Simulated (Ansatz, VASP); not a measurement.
## One calculation of MoS2, two programs

File INCAR:

```
SYSTEM = MoS2
  PREC = Accurate
  ENCUT = 500
  EDIFF = 1E-6
  ISMEAR = 0
  SIGMA = 0.05
  LREAL = .False.
  LASPH = .True.
  NELM = 120
  ALGO = Normal
  ISIF = 2
  LWAVE = .False.
  LCHARG = .False.
  GGA = PE
  IVDW = 12
  NBANDS = 20
  GGA_COMPAT = .False.
```

File KPOINTS:

```
regular mesh
0
Gamma
  12 12 4
  0 0 0
```

Contents of POSCAR:

```
MoS2
1.0
    3.2075152338      0.0000000000      0.0000000000
   -1.6037576169      2.7777896755      0.0000000000
    0.0000000000      0.0000000000      6.4063701764
Mo S
1 2
Direct
    0.0000000000      0.0000000000      0.0000000000
    0.3333333333      0.6666666667      0.2357940733
    0.3333333333      0.6666666667      0.7642059267
```

Input for Ansatz:

```yaml
crystal:
  lattice:
    - [3.2075152338, 0.0, 0.0]
    - [-1.6037576169, 2.7777896755, 0.0]
    - [0.0, 0.0, 6.4063701764]
  atoms:
    - { symbol: Mo, position: [0.0, 0.0, 0.0] }
    - { symbol: S, position: [0.3333333333, 0.6666666667, 0.2357940733] }
    - { symbol: S, position: [0.3333333333, 0.6666666667, 0.7642059267] }
basis:
  ecutwfc: 420
kpoints:
  mp_grid: { grid: [12, 12, 4] }
hamiltonian:
  xc: pbe
  dispersion: d3bj
scf:
  occupations: { method: gaussian, width: 0.05 }
output:
  forces: true
  stress: true
  eigenvalues: true
```

Alike in both runs: task single point; functional PBE; dispersion D3(BJ); k mesh 12 × 12 × 4; occupations gaussian, width 0.05 eV; no spin polarisation.

```csv
,VASP,Ansatz
version,VASP 6.6.1,Ansatz 0.2.0
potentials or method,"VASP PAW PBE potentials, release 64 (Mo_sv, S), cutoff 500 eV","scalar-relativistic, plane waves, PAW"
valence electrons in the cell,26,26
```

Ansatz gave:

* gap on the k mesh at the Fermi level (eV): 0.58
* least direct gap on the mesh (eV): 1.48
* pressure (GPa): 0.7
* traceless stress, the component that is largest in VASP (GPa): 6.25
* rms of the force components (eV/Å): 0.311

**Question.** What did VASP give for the same quantities?

**Answer.** gap on the k mesh at the Fermi level (eV): 0.60; least direct gap on the mesh (eV): 1.49; pressure (GPa): 0.5; traceless stress, the component that is largest in VASP (GPa): 6.20; rms of the force components (eV/Å): 0.304.

Atom by atom the forces differ by 0.007 eV/Å (rms over components).
